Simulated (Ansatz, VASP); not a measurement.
# One calculation of Al3GaSb4, two programs

File POSCAR:

```
Al3GaSb4
1.0
    6.2247750000      0.0000000000      0.0000000000
    0.0000000000      6.2247750000      0.0000000000
    0.0000000000      0.0000000000      6.2247750000
Al Ga Sb
3 1 4
Direct
    0.5000000000      0.0000000000      0.0000000000
    0.0000000000      0.0000000000      0.5000000000
    0.0000000000      0.5000000000      0.0000000000
    0.5000000000      0.5000000000      0.5000000000
    0.2499050000      0.7500950000      0.2499050000
    0.2499050000      0.2499050000      0.7500950000
    0.7500950000      0.7500950000      0.7500950000
    0.7500950000      0.2499050000      0.2499050000
```

INCAR.step1

```
ALGO = Normal ; EDIFF = 1E-4
ENCUT = 520 ; GGA = PE
ISMEAR = 0 ; LASPH = T
LCHARG = F ; LREAL = F
LWAVE = T ; NBANDS = 31
NELM = 100 ; PREC = Accurate
SIGMA = 0.02
```

The input INCAR.step2:

```
ALGO = Normal ; EDIFF = 1E-7
ENCUT = 520 ; ISIF = 2
ISMEAR = 0 ; ISTART = 1
LASPH = T ; LCHARG = F
LMIXTAU = T ; LREAL = F
LWAVE = F ; METAGGA = R2SCAN
NBANDS = 31 ; NELM = 100
PREC = Accurate ; SIGMA = 0.02
```

KPOINTS

```
k-points
0
Gamma
  6 6 6
```

Input for Ansatz:

```yaml
crystal:
  lattice:
    - [6.224775, 0.0, 0.0]
    - [0.0, 6.224775, 0.0]
    - [0.0, 0.0, 6.224775]
  atoms:
    - { symbol: Al, position: [0.5, 0.0, 0.0] }
    - { symbol: Al, position: [0.0, 0.0, 0.5] }
    - { symbol: Al, position: [0.0, 0.5, 0.0] }
    - { symbol: Ga, position: [0.5, 0.5, 0.5] }
    - { symbol: Sb, position: [0.249905, 0.750095, 0.249905] }
    - { symbol: Sb, position: [0.249905, 0.249905, 0.750095] }
    - { symbol: Sb, position: [0.750095, 0.750095, 0.750095] }
    - { symbol: Sb, position: [0.750095, 0.249905, 0.249905] }
basis:
  ecutwfc: 500
kpoints:
  mp_grid: { grid: [6, 6, 6] }
  band_path:
    path:
      - [[0.0, 0.0, 0.0], [0.0, 0.5, 0.0], [0.5, 0.5, 0.0], [0.0, 0.0, 0.0], [0.5, 0.5, 0.5], [0.0, 0.5, 0.0]]
      - [[0.5, 0.5, 0.5], [0.5, 0.5, 0.0]]
    npoints: 14
hamiltonian:
  xc: r2scan
scf:
  occupations: { method: gaussian, width: 0.02 }
  n_extra_bands: 20
output:
  forces: true
  stress: true
  eigenvalues: true
  populations: true
  dos: { projected: true, de: 0.02, nscf_kmesh: { grid: [9, 9, 9] } }
  bader: true
  write_density: true
  write_potential: true
  elf: true
  volumetric_format: npy
```

Alike in both runs: task single point; functional r2SCAN; k mesh 6 × 6 × 6; occupations gaussian, width 0.02 eV; no spin polarisation.

|  | VASP | Ansatz |
| --- | --- | --- |
| version | VASP 6.6.1 | Ansatz 0.2.0 |
| potentials or method | VASP PAW PBE potentials, release 64 (Al, Ga_d, Sb), cutoff 520 eV | scalar-relativistic, plane waves, PAW |
| valence electrons in the cell | 42 | 82 |

```tsv
	VASP	Ansatz	Ansatz less VASP
gap on the k mesh at the Fermi level (eV)	0.68	0.69	+0.013
least direct gap on the mesh (eV)	0.92	0.93	+0.013
pressure (GPa)	-1.3	-1.4	-0.14
rms of the force components (eV/Å)	0.023	0.021	-0.0023
```

VASP's potentials were made for PBE, not for r2SCAN. Atom by atom the forces differ by 0.002 eV/Å (rms over components). VASP's potentials hold 42 valence electrons a cell and Ansatz's 82, so a difference there can come from the potentials and not from the codes.

Neither program's run includes spin-orbit coupling.
